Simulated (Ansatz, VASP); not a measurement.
# Rh: VASP beside Ansatz

```
Rh
1.0
     2.66092    0.00000    0.00000
    -1.33046    2.30443    0.00000
     0.00000    0.00000    4.31489
Rh
2
Direct
  0.66667 0.33333 0.75000
  0.33333 0.66667 0.25000
```

Alike in both runs: task single point; functional LDA; k mesh 12 × 12 × 7; no spin polarisation.

|  | VASP | Ansatz |
| --- | --- | --- |
| version | VASP 6.6.1 | Ansatz 0.2.0 |
| potentials or method | VASP PAW LDA potentials, release 64 (Rh_sv_GW), cutoff 530 eV | plane waves, PAW |
| occupations | fermi-dirac, width 0.1 eV | fermi-dirac |
| valence electrons in the cell | 34 | 34 |

|  | VASP | Ansatz | Ansatz less VASP |
| --- | --- | --- | --- |
| pressure (GPa) | -0.6 | 1.4 | +1.95 |
| traceless stress, the component that is largest in VASP (GPa) | -0.74 | -0.74 | -0.001 |

LDA's correlation is that of Perdew and Zunger in VASP and of Perdew and Wang (1992) in Ansatz.
